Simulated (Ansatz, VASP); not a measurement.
## KZnF3: VASP beside Ansatz

```
K Zn F
1.0
     4.04617    0.05968    0.00000
     0.05968    4.04617    0.00000
     0.00000    0.00000    4.04617
K Zn F
1 1 3
Cartesian
  0.0000 0.0000 0.0000
  2.0529 2.0529 2.0231
  2.0529 2.0529 0.0000
  0.0298 2.0231 2.0231
  2.0231 0.0298 2.0231
```

Change from the starting cell: shear_xy strain +3.0%.

Alike in both runs: task single point; functional HSE06; k mesh 4 × 4 × 4; no spin polarisation.

|  | VASP | Ansatz |
| --- | --- | --- |
| version | VASP 6.6.1 | Ansatz 0.2.0 |
| potentials or method | VASP PAW PBE potentials, release 64 (K_sv, Zn, F) | plane waves, PAW |
| plane-wave cutoff (eV) | 520 | 420 |
| occupations | gaussian, width 0.01 eV | fixed |
| valence electrons in the cell | 42 | 42 |

```tsv
	VASP	Ansatz	Ansatz less VASP
gap on the k mesh at the Fermi level (eV)	6.24	6.36	+0.120
pressure (GPa)	2.6	2.0	-0.59
traceless stress, the component that is largest in VASP (GPa)	-1.08	-1.09	-0.017
```

Ansatz's warnings: stress exchange threshold loose, stress scf threshold loose.
